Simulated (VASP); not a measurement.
Wanted: the native input for a VASP 6.6.1 run.

```
Task                   : relaxation of cell and atoms
Functional             : PBE
Dispersion             : D3(BJ)
Potentials or basis    : VASP PAW PBE potentials, release 64 (K_sv, S)
Cutoff                 : 600 eV
k mesh                 : 6 × 4 × 4
Occupations            : gaussian, width 0.1 eV
Spin                   : no spin polarisation
Dipole correction      : no
Further INCAR settings : ALGO = Normal; EDIFF = 1e-06; IBRION = 2; EDIFFG = -0.04; NSW = 90; ISIF = 3
```

The structure of KS8 lies in POSCAR:

```
KS8
1.0
    3.3931827600      0.0000000000      0.0000000000
    0.0000000000      5.8771650000      0.0000000000
    0.0000000000      0.0000000000      7.3929407100
K S
1 8
Direct
    0.5000000000      0.5000000000      0.0000000000
    0.5000000000      0.1666666700      0.7343451800
    0.0000000000      0.6666666700      0.7343451800
    0.0000000000      0.3333333300      0.7343451800
    0.5000000000      0.8333333300      0.7343451800
    0.0000000000      0.3333333300      0.2656548200
    0.5000000000      0.8333333300      0.2656548200
    0.5000000000      0.1666666700      0.2656548200
    0.0000000000      0.6666666700      0.2656548200
```

The input as run:

INCAR

```
SYSTEM = KS8
ALGO = Normal
EDIFF = 1E-6
EDIFFG = -0.04
ENCUT = 600
GGA = PE
IBRION = 2
ISIF = 3
ISMEAR = 0
IVDW = 12
LASPH = .TRUE.
LCHARG = .FALSE.
LREAL = .FALSE.
LWAVE = .FALSE.
NELM = 60
NSW = 90
PREC = Accurate
SIGMA = 0.1
```

KPOINTS

```
k-points
0
G
  6 4 4
  0 0 0
```

Potentials or basis: VASP PAW PBE potentials, release 64 (K_sv, S).

Command:

```bash
$ cat potpaw_PBE.64/K_sv/POTCAR potpaw_PBE.64/S/POTCAR > POTCAR
$ mpirun -np 1 vasp_std > vasp.out
```

It gave:

| Quantity | Value |
| --- | --- |
| Relaxed volume | 26.29 Å³/atom |
| Relaxed cell | a = 3.789 Å, b = 9.365 Å, c = 6.669 Å, α = 90.00°, β = 90.00°, γ = 90.00° |
| Space group after relaxing (to 0.1 Å) | Pmmm (No. 47) |
| Energy gained by relaxing | 1546.2 meV/atom |
| Ionic steps | 41 |
| Pressure after relaxing | -0.1 GPa |
| Largest force after relaxing | 0.037 eV/Å |
| Band gap on the k mesh | zero (an odd number of electrons rules out a gap without spin polarisation) |
| Dispersion energy per atom | -0.228 eV |

Caveat: the volume moved by over 15 % at a fixed basis, so the end points are rough; an odd number of electrons without spin polarisation forces a metal; a magnetic or distorted state may lie lower.

It took 52 min on 1 thread of Intel(R) Xeon(R) 6975P-C (Granite Rapids), with other jobs on the host, peak memory 0.39 GiB.
